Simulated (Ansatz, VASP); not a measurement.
**InSe in VASP and in Ansatz**

```
CELL_PARAMETERS angstrom
2.00000 1.15470 8.31667
-2.00000 1.15470 8.31667
0.00000 -2.30940 8.31667
ATOMIC_POSITIONS crystal
In 0.00000 0.00000 0.00000
In 0.11220 0.11220 0.11220
Se 0.61550 0.61550 0.61550
Se 0.83000 0.83000 0.83000
```

Alike in both runs: task single point; functional PBEsol; k mesh 6 × 6 × 6; occupations gaussian, width 0.1 eV; no spin polarisation.

|  | VASP | Ansatz |
| --- | --- | --- |
| version | VASP 6.6.1 | Ansatz 0.2.0 |
| potentials or method | VASP PAW PBE potentials, release 64 (In_d, Se), cutoff 500 eV | scalar-relativistic, plane waves, PAW |
| valence electrons in the cell | 38 | 58 |

|  | VASP | Ansatz | Ansatz less VASP |
| --- | --- | --- | --- |
| gap on the k mesh at the Fermi level (eV) | 0.28 | 0.29 | +0.011 |
| least direct gap on the mesh (eV) | 0.28 | 0.29 | +0.011 |
| pressure (GPa) | 0.3 | 0.3 | -0.06 |
| traceless stress, the component that is largest in VASP (GPa) | -0.41 | -0.40 | +0.014 |
| rms of the force components (eV/Å) | 0.071 | 0.062 | -0.0087 |

VASP's potentials were made for PBE, not for PBEsol, and Ansatz warns of the same on its side. Atom by atom the forces differ by 0.011 eV/Å (rms over components). VASP's potentials hold 38 valence electrons a cell and Ansatz's 58, so a difference there can come from the potentials and not from the codes.
